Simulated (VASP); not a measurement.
Here is a VASP 6.6.1 calculation.

File INCAR:

```
SYSTEM = SnSe
PREC = Accurate
ENCUT = 500
EDIFF = 1E-6
ISMEAR = 0
SIGMA = 0.01
LREAL = .FALSE.
LASPH = .TRUE.
NELM = 120
ALGO = Normal
ISIF = 2
LWAVE = .FALSE.
LCHARG = .TRUE.
GGA = CA
LELF = .TRUE.
LVHAR = .TRUE.
NBANDS = 17
GGA_COMPAT = .FALSE.
```

File KPOINTS:

```
Automatic mesh
0
G
  3 3 3
  0 0 0
```

File POSCAR:

```
SnSe
1.0
    0.0000000000      3.0100000000      3.0100000000
    3.0100000000      0.0000000000      3.0100000000
    3.0100000000      3.0100000000      0.0000000000
Sn Se
1 1
Direct
    0.0000000000      0.0000000000      0.0000000000
    0.4916943522      0.5083056478      0.5083056478
```

Potentials or basis: VASP PAW LDA potentials, release 64 (Sn_d, Se).

The run is started by

```sh
$ cat potpaw_LDA.64/Sn_d/POTCAR potpaw_LDA.64/Se/POTCAR > POTCAR
$ mpirun -np 1 vasp_std > vasp.out
```

Task: Estimate the pressure.

Result: -4.8 GPa.

Task: What does it give for the largest force?

Result: 0.032 eV/Å.

Task: What does it give for the band gap on the k mesh?

Result: 1.98 eV, direct.

Stress tensor (GPa, compression positive):
```
-4.71  0.00  0.00
 0.00 -4.81  0.00
 0.00  0.00 -4.81
```

Caveat: the k points lie up to 0.60 Å⁻¹ apart; spin-orbit coupling is left out, which moves the levels of the heavy elements. A k mesh can miss the band edges.
